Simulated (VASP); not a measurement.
# Pb (Fm-3m) in VASP: a series of runs, part 3 of 3

VASP 6.6.1. The steps go on from the part before.

## (5) Single point, r2SCAN (31.67 Å³/atom)

This run uses another cell than the first one, of 31.67 Å³/atom.

Contents of POSCAR:

```
Pb
1.0
    0.0000000000      2.5110898041      2.5110898041
    2.5110898041      0.0000000000      2.5110898041
    2.5110898041      2.5110898041      0.0000000000
Pb
1
Direct
    0.0000000000      0.0000000000      0.0000000000
```

Contents of INCAR.step1:

```
SYSTEM = Pb
ALGO     = Normal         ! electronic algorithm
EDIFF    = 1E-4           ! SCF threshold, eV
ENCUT    = 520            ! plane-wave cutoff, eV
GGA      = PE             ! functional
ISMEAR   = 0              ! smearing method
LASPH    = .TRUE.         ! aspherical terms in the spheres
LCHARG   = .FALSE.        ! write CHGCAR
LREAL    = .FALSE.        ! projectors in reciprocal space
LWAVE    = .TRUE.         ! write WAVECAR
NBANDS   = 13             ! bands
NELM     = 100            ! most SCF steps
PREC     = Accurate       ! precision mode
SIGMA    = 0.05           ! smearing width, eV
```

Contents of INCAR.step2:

```
SYSTEM = Pb
ALGO     = Normal         ! electronic algorithm
EDIFF    = 1E-6           ! SCF threshold, eV
ENCUT    = 520            ! plane-wave cutoff, eV
ISIF     = 2              ! what is computed and relaxed
ISMEAR   = 0              ! smearing method
ISTART   = 1            
LASPH    = .TRUE.         ! aspherical terms in the spheres
LCHARG   = .FALSE.        ! write CHGCAR
LMIXTAU  = .TRUE.       
LREAL    = .FALSE.        ! projectors in reciprocal space
LWAVE    = .FALSE.        ! write WAVECAR
METAGGA  = R2SCAN         ! meta-GGA
NBANDS   = 13             ! bands
NELM     = 100            ! most SCF steps
PREC     = Accurate       ! precision mode
SIGMA    = 0.05           ! smearing width, eV
```

Contents of KPOINTS:

```
k-points
0
G
  16 16 16
  0 0 0
```

Potentials or basis: VASP PAW PBE potentials, release 64 (Pb_d).

On the command line:

```
$ cat potpaw_PBE.64/Pb_d/POTCAR > POTCAR
$ cp INCAR.step1 INCAR
$ mpirun -np 1 vasp_std > vasp.out
$ cp INCAR.step2 INCAR
$ mpirun -np 1 vasp_std > vasp.out
```

OUTCAR:

```text
SYSTEM = Pb
   EDIFF = 1E-6
   ENCUT = 520
   ISIF = 2
   ISMEAR = 0
   ISTART = 1
   LASPH = .TRUE.
   LREAL = .FALSE.
   METAGGA = R2SCAN
   NELM = 100
   PREC = Accurate

 ion  position               nearest neighbor table
   1  0.000  0.000  0.000-

  LATTYP: Found a face centered cubic cell.
 ALAT       =     5.0221796082

  Lattice vectors:

 A1 = (   0.0000000000,   2.5110898041,   2.5110898041)
 A2 = (   2.5110898041,   0.0000000000,   2.5110898041)
 A3 = (   2.5110898041,   2.5110898041,   0.0000000000)

Analysis of symmetry for initial positions (statically):
=====================================================================
 Subroutine PRICEL returns:
 Original cell was already a primitive cell.

 Routine SETGRP: Setting up the symmetry group for a
 face centered cubic supercell.

 Subroutine GETGRP returns: Found 48 space group operations
 (whereof 48 operations were pure point group operations)
 out of a pool of 48 trial point group operations.

The static configuration has the point symmetry O_h .

Analysis of symmetry for dynamics (positions and initial velocities):
=====================================================================
 Subroutine PRICEL returns:
 Original cell was already a primitive cell.

 Routine SETGRP: Setting up the symmetry group for a
 face centered cubic supercell.

 Subroutine GETGRP returns: Found 48 space group operations
 (whereof 48 operations were pure point group operations)
 out of a pool of 48 trial point group operations.

The dynamic configuration has the point symmetry O_h .

 Subroutine INISYM returns: Found 48 space group operations
 (whereof 48 operations are pure point group operations),
 and found     1 'primitive' translations

----------------------------------------------------------------------------------------

                                     Primitive cell

  volume of cell :      31.6677

  direct lattice vectors                    reciprocal lattice vectors
     0.000000000  2.511089804  2.511089804    -0.199116734  0.199116734  0.199116734
     2.511089804  0.000000000  2.511089804     0.199116734 -0.199116734  0.199116734
     2.511089804  2.511089804  0.000000000     0.199116734  0.199116734 -0.199116734

  length of vectors
     3.551217257  3.551217257  3.551217257     0.344880300  0.344880300  0.344880300

  position of ions in fractional coordinates (direct lattice)
     0.000000000  0.000000000  0.000000000

  ion indices of the primitive-cell ions
   primitive index   ion index
                 1           1

----------------------------------------------------------------------------------------

 KPOINTS: k-points

Automatic generation of k-mesh.
 Grid dimensions read from file:
 generate k-points for:   16   16   16

 Generating k-lattice:

  Cartesian coordinates                     Fractional coordinates (reciprocal lattice)
    -0.012444796  0.012444796  0.012444796     0.062500000  0.000000000  0.000000000
     0.012444796 -0.012444796  0.012444796     0.000000000  0.062500000  0.000000000
     0.012444796  0.012444796 -0.012444796     0.000000000  0.000000000  0.062500000

  Length of vectors
     0.021555019  0.021555019  0.021555019

  Shift w.r.t. Gamma in fractional coordinates (k-lattice)
     0.000000000  0.000000000  0.000000000

 Subroutine IBZKPT returns following result:
 ===========================================

 Found    145 irreducible k-points:

 Following reciprocal coordinates:
            Coordinates               Weight
  0.000000  0.000000  0.000000      1.000000
  0.062500  0.000000  0.000000      8.000000
  0.125000  0.000000  0.000000      8.000000
  0.187500  0.000000  0.000000      8.000000
  0.250000  0.000000  0.000000      8.000000
  0.312500  0.000000  0.000000      8.000000
[... 16 lines left out ...]
 -0.125000  0.062500  0.000000     24.000000
 -0.062500  0.062500  0.000000     12.000000
 [... further k-points ...]
   k-points           NKPTS =    145   k-points in BZ     NKDIM =    145   number of bands    NBANDS=     13
   number of dos      NEDOS =    301   number of ions     NIONS =      1
   total plane-waves  NPLWV =  21952
   dimension x,y,z NGX =    28 NGY =   28 NGZ =   28
   dimension x,y,z NGXF=    56 NGYF=   56 NGZF=   56
   ions per type =               1
   NGX,Y,Z   is equivalent  to a cutoff of  13.11, 13.11, 13.11 a.u.
   NGXF,Y,Z  is equivalent  to a cutoff of  26.22, 26.22, 26.22 a.u.
 SYSTEM =  Pb
   PREC   = accura    normal or accurate (medium, high low for compatibility)
   ISTART =      1    job   : 0-new  1-cont  2-samecut
   ICHARG =      0    charge: 1-file 2-atom 10-const
   ISPIN  =      1    spin polarized calculation?
   LNONCOLLINEAR =      F non collinear calculations
   LSORBIT =      F    spin-orbit coupling
   LASPH  =      T    aspherical Exc in radial PAW
   ENCUT  =  520.0 eV  38.22 Ry    6.18 a.u.   6.60  6.60  6.60*2*pi/ulx,y,z
   NELM   =    100;   NELMIN=  2; NELMDL=  0     # of ELM steps
   EDIFF  = 0.1E-05   stopping-criterion for ELM
   LREAL  =      F    real-space projection
   EDIFFG = 0.1E-04   stopping-criterion for IOM
   NSW    =      0    number of steps for IOM
   IBRION =     -1    ionic relax: 0-MD 1-quasi-New 2-CG
   NFREE  =      0    steps in history (QN), initial steepest desc. (CG)
   ISIF   =      2    stress and relaxation
   ISYM   =      2    0-nonsym 1-usesym 2-fastsym
   POTIM  = 0.5000    time-step for ionic-motion
   TEBEG  =    0.0;   TEEND  =   0.0 temperature during run
   PSTRESS=    0.0 pullay stress
   NELECT =      14.0000    total number of electrons
   NUPDOWN=      -1.0000    fix difference up-down
   EMIN   =  10.00;   EMAX   =-10.00  energy-range for DOS
   EFERMI =   0.00;   METHOD = LEGACY
   ISMEAR =     0;   SIGMA  =   0.05  broadening in eV -4-tet -1-fermi 0-gaus
   EFERMI_NEDOS =   21; number of points for ismear=-14 and -15
   IALGO  =     38    algorithm
   IMIX   =      4    mixing-type and parameters
     AMIX     =   0.40;   BMIX     =  1.00
     AMIX_MAG =   1.60;   BMIX_MAG =  1.00
  volume/ion in A,a.u.               =      31.67       213.70
  Fermi-wavevector in a.u.,A,eV,Ry     =   1.247131  2.356735 21.161614  1.555335
  Thomas-Fermi vector in A             =   2.381277
   LORBIT       =      0    0 simple, 1 ext, 2 COOP (PROOUT), +10 PAW based schemes
   METAGGA = R2SCAN    functional components
   LHFCALC =     F    Hartree Fock is set to
   AEXX    =    0.0000 exact exchange contribution
   IVDW    =     0    specifies the selected vdW correction
   LEPSILON=     F    determine dielectric tensor
   LRPA    =     F    only Hartree local field effects (RPA)
 non-spin polarized calculation
 Gauss-broadening in eV      SIGMA  =   0.05
  energy-cutoff  :      520.00
  volume of cell :       31.67
 maximum number of plane-waves:       881
   NGX = 13   NGY = 13   NGZ = 13

 number of electron      14.0000002 magnetization

 Free energy of the ion-electron system (eV)
  ---------------------------------------------------
  ext. energy  EPLUGINS =         0.00000000
  ---------------------------------------------------
  free energy    TOTEN  =       -56.28014452 eV

  energy without entropy =      -56.27932417  energy(sigma->0) =      -56.27973434

 E-fermi :   6.8256     XC(G=0): -10.6943

 val. band max:        6.8066613712   @ k =  -0.4375   0.3750   0.1875
 cond. band min:       6.8452416612   @ k =  -0.3125   0.3125   0.1250
 fundamental gap:      0.0385802900
 Fermi energy:         6.8255745437

 k-point     1 :       0.0000    0.0000    0.0000
  band No.  band energies     occupation
      1     -10.9518      2.00000
      2     -10.9518      2.00000
      3     -10.9518      2.00000
      4     -10.8223      2.00000
      5     -10.8223      2.00000
      6      -5.2549      2.00000
      7      14.1221      0.00000
      8      14.1221      0.00000
      9      14.1221      0.00000
     10      17.1336      0.00000
     11      18.4634      0.00000
     12      19.5268      0.00000
     13      19.5268      0.00000
[... 353 lines left out ...]
 k-point    24 :      -0.0625    0.0625    0.0000
  band No.  band energies     occupation
      1     -10.9542      2.00000
      2     -10.9398      2.00000
      3     -10.9339      2.00000
      4     -10.8285      2.00000
      5     -10.8173      2.00000
      6      -5.0536      2.00000
      7      12.3598      0.00000
      8      13.2048      0.00000
      9      14.1827      0.00000
     10      16.8084      0.00000
     11      19.0534      0.00000
     12      19.6247      0.00000
     13      20.5681      0.00000

 [... further k-points ...]

------------------------ aborting loop because EDIFF is reached ----------------------------------------

  FORCE on cell =-STRESS in cart. coord.  units (eV):
  Direction    XX          YY          ZZ          XY          YZ          ZX
  --------------------------------------------------------------------------------------
  -------------------------------------------------------------------------------------
  Total       -0.1753889     -0.1753889     -0.1753889     -0.0000000     -0.0000000      0.0000000
  in kB       -8.8735224     -8.8735224     -8.8735224     -0.0000000     -0.0000000      0.0000000
  external PRESSURE =      -8.8735224 kB  Pullay stress =       0.0000000 kB

 VOLUME and BASIS-vectors are now :
 -----------------------------------------------------------------------------
  energy-cutoff  :      520.00
  volume of cell :       31.67
      direct lattice vectors                 reciprocal lattice vectors
     0.000000000  2.511089804  2.511089804    -0.199116734  0.199116734  0.199116734
     2.511089804  0.000000000  2.511089804     0.199116734 -0.199116734  0.199116734
     2.511089804  2.511089804  0.000000000     0.199116734  0.199116734 -0.199116734

 POSITION                                       TOTAL-FORCE (eV/Angst)
 -----------------------------------------------------------------------------------
      0.00000      0.00000      0.00000         0.000000      0.000000     -0.000000
 -----------------------------------------------------------------------------------
    total drift:                               -0.000000     -0.000000     -0.000000

  FREE ENERGIE OF THE ION-ELECTRON SYSTEM (eV)
  ---------------------------------------------------
  free  energy   TOTEN  =       -56.2801445199 eV

  energy  without entropy=      -56.2793241675  energy(sigma->0) =      -56.27973434
```

It took 4.9 min on 1 thread of Intel Xeon 8259CL, shared host; peak memory 0.2 GiB.

What came out:

```yaml
Free_energy: -56.2801 eV
Pressure: -0.9 GPa
Band_gap_on_the_k_mesh: zero (bands 7 and 8 overlap by 9.04 eV)
```

Levels at points of the mesh, in eV from the Fermi level:
```tsv
k point	band 4	band 5	band 6	band 7	band 8	band 9	band 10	band 11
(0.00, 0.00, 0.00)	-17.65	-17.65	-12.08	7.30	7.30	7.30	10.31	11.64
(0.50, 0.00, 0.00)	-17.52	-17.52	-8.52	-4.24	5.47	5.47	9.58	9.85
(0.50, 0.50, 0.00)	-17.49	-17.49	-7.12	-3.36	1.99	1.99	5.71	6.81
```

Caveat: the PAW data sets were made with another functional, which shifts forces and pressure a little; spin-orbit coupling is left out, which moves the levels of the heavy elements.

## (6) Single point, r2SCAN (32.29 Å³/atom)

This run uses another cell than the first one, of 32.29 Å³/atom.

Contents of POSCAR:

```
Pb
1.0
    0.0000000000      2.5273960389      2.5273960389
    2.5273960389      0.0000000000      2.5273960389
    2.5273960389      2.5273960389      0.0000000000
Pb
1
Direct
    0.0000000000      0.0000000000      0.0000000000
```

Contents of INCAR.step1:

```
ALGO = Normal ; EDIFF = 1E-4
ENCUT = 520 ; GGA = PE
ISMEAR = 0 ; LASPH = True
LCHARG = False ; LREAL = False
LWAVE = True ; NBANDS = 13
NELM = 100 ; PREC = Accurate
SIGMA = 0.05
```

Contents of INCAR.step2:

```
ALGO = Normal ; EDIFF = 1E-7
ENCUT = 520 ; ISIF = 2
ISMEAR = 0 ; ISTART = 1
LASPH = True ; LCHARG = False
LMIXTAU = True ; LREAL = False
LWAVE = False ; METAGGA = R2SCAN
NBANDS = 13 ; NELM = 100
PREC = Accurate ; SIGMA = 0.05
```

Contents of KPOINTS:

```
k-points
0
Gamma
  16 16 16
```

Potentials or basis: VASP PAW PBE potentials, release 64 (Pb_d).

On the command line:

```
$ cat potpaw_PBE.64/Pb_d/POTCAR > POTCAR
$ cp INCAR.step1 INCAR
$ mpirun -np 1 vasp_std > vasp.out
$ cp INCAR.step2 INCAR
$ mpirun -np 1 vasp_std > vasp.out
```

Wall time 6.7 min (1 thread of Intel Xeon 8259CL, shared host); peak memory 0.21 GiB.

Results (log left out):

```yaml
Free_energy: -56.2755 eV
Pressure: -1.7 GPa
Band_gap_on_the_k_mesh: zero (bands 7 and 8 overlap by 8.84 eV)
```

Levels at points of the mesh, in eV from the Fermi level:
```tsv
k point	band 4	band 5	band 6	band 7	band 8	band 9	band 10	band 11
(0.00, 0.00, 0.00)	-17.65	-17.65	-11.96	7.14	7.14	7.14	10.29	11.38
(0.50, 0.00, 0.00)	-17.53	-17.53	-8.51	-4.15	5.36	5.36	9.41	9.83
(0.50, 0.50, 0.00)	-17.50	-17.50	-7.16	-3.29	1.96	1.96	5.64	6.75
```

Caveat: the PAW data sets were made with another functional, which shifts forces and pressure a little; spin-orbit coupling is left out, which moves the levels of the heavy elements.

## (7) The runs side by side

```csv
cell,gap on the mesh (eV),pressure (GPa)
"a = 3.480 Å, angles 60.0°, 1 atom",none,2.1
"a = 3.504 Å, angles 60.0°, 1 atom",none,1.0
"a = 3.528 Å, angles 60.0°, 1 atom",none,0.0
"a = 3.551 Å, angles 60.0°, 1 atom",none,-0.9
"a = 3.574 Å, angles 60.0°, 1 atom",none,-1.7
```

Alike in all rows: task single point; level r2SCAN; potentials or basis VASP PAW PBE potentials, release 64 (Pb_d); no spin polarisation; k mesh 16 × 16 × 16; cutoff (eV) 520; smearing gaussian 0.05 eV.

Caveats: the PAW data sets were made with another functional, which shifts forces and pressure a little; spin-orbit coupling is left out, which moves the levels of the heavy elements.

Total energies depend on the potentials used, so only differences within one code and one set of settings carry meaning.

The gap in the log of VASP goes by the Fermi energy; the results here count the filled bands.